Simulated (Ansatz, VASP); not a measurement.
## MoS: VASP beside Ansatz

Contents of INCAR:

```
SYSTEM = MoS
ALGO = Normal ; EDIFF = 1E-6
EDIFFG = -0.04 ; ENCUT = 600
GGA = PE ; IBRION = 2
ISIF = 3 ; ISMEAR = 0
ISPIN = 2 ; LASPH = .True.
LCHARG = .False. ; LMAXMIX = 4
LORBIT = 11 ; LREAL = .False.
LWAVE = .False. ; MAGMOM = 1 0
NELM = 150 ; NSW = 90
PREC = Accurate ; SIGMA = 0.1
```

The input KPOINTS:

```
k-points
0
Gamma
  6 6 6
  0 0 0
```

The input POSCAR:

```
MoS
1.0
    0.0000000000      2.6234515600      2.6234515600
    2.6234515600      0.0000000000      2.6234515600
    2.6234515600      2.6234515600      0.0000000000
Mo S
1 1
Direct
    0.5000000000      0.5000000000      0.5000000000
    0.0000000000      0.0000000000      0.0000000000
```

Input for Ansatz:

```yaml
crystal:
  lattice:
    - [0.0, 2.62345156, 2.62345156]
    - [2.62345156, 0.0, 2.62345156]
    - [2.62345156, 2.62345156, 0.0]
  atoms:
    - { symbol: Mo, position: [0.5, 0.5, 0.5], spin: 1.0 }
    - { symbol: S, position: [0.0, 0.0, 0.0] }
basis:
  ecutwfc: 420
kpoints:
  mp_grid: { grid: [6, 6, 6] }
hamiltonian:
  xc: pbe
scf:
  occupations: { method: gaussian, width: 0.1 }
  lower_state_search: "off"
output:
  forces: true
  stress: true
  eigenvalues: true
  populations: true
magnetization:
  spin_polarized: true
relax:
  adjacent_minimum: "off"
  f_tol: 0.04
  max_steps: 70
  cell: { stress_tol: 0.4 }
```

Change from the starting cell: species swapped into the AgCl type (Fm-3m, No. 225).

Alike in both runs: task relaxation of cell and atoms; functional PBE; k mesh 6 × 6 × 6; occupations gaussian, width 0.1 eV; collinear spin.

|  | VASP | Ansatz |
| --- | --- | --- |
| version | VASP 6.6.1 | Ansatz 0.2.0 |
| potentials or method | VASP PAW PBE potentials, release 64 (Mo_sv, S), cutoff 600 eV | scalar-relativistic, plane waves, PAW |
| valence electrons in the cell | 20 | 20 |

VASP gave:

| Quantity | Value |
| --- | --- |
| gap on the k mesh at the Fermi level, each at its own relaxed structure (eV) | none |
| net moment per atom (μB) | 0.00 |
| size of the moment on the site where the two differ most (μB) | 0.00 |
| relaxed volume (Å³/atom) | 15.26 |
| relaxed cell length with the largest relative difference (Å) | 3.508 |

Estimate Ansatz's values.

gap on the k mesh at the Fermi level, each at its own relaxed structure (eV): none; net moment per atom (μB): 0.26; size of the moment on the site where the two differ most (μB): 0.39; relaxed volume (Å³/atom): 15.26; relaxed cell length with the largest relative difference (Å): 3.508.

The net moments are unlike, so the other rows may belong to different states. Site moments also hang on the region over which each program counts them. A gap of «none» marks a metal or a gap that the smearing closes.

Noted on VASP's run: the volume moved by over 15 % at a fixed basis, so the end points are rough.
